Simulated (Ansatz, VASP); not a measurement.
WS2: VASP beside Ansatz

```xyz
6
Lattice="3.1595 0.0000 0.0000 -1.5798 2.7362 0.0000 0.0000 0.0000 23.8043" Properties=species:S:1:pos:R:3 pbc="T T T"
S     0.0000    1.8242    4.5000
S     0.0000    1.8242    7.6521
S     1.5798    1.8242   10.5921
S     1.5798    1.8242   13.7443
W     1.5798    0.9121    6.0761
W     0.0000    2.7362   12.1682
```

Alike in both runs: task single point; functional PBE; dispersion D3(BJ); k mesh 9 × 9 × 1; occupations gaussian, width 0.05 eV; no spin polarisation.

|  | VASP | Ansatz |
| --- | --- | --- |
| version | VASP 6.6.1 | Ansatz 0.2.0 |
| potentials or method | VASP PAW PBE potentials, release 64 (S, W_sv), cutoff 520 eV | scalar-relativistic, plane waves, PAW |
| valence electrons in the cell | 52 | 52 |

|  | VASP | Ansatz | Ansatz less VASP |
| --- | --- | --- | --- |
| gap on the k mesh at the Fermi level (eV) | 1.43 | 1.42 | -0.013 |
| least direct gap on the mesh (eV) | 1.89 | 1.88 | -0.003 |
| rms of the force components (eV/Å) | 0.042 | 0.043 | +0.0007 |

Neither program's run includes spin-orbit coupling.
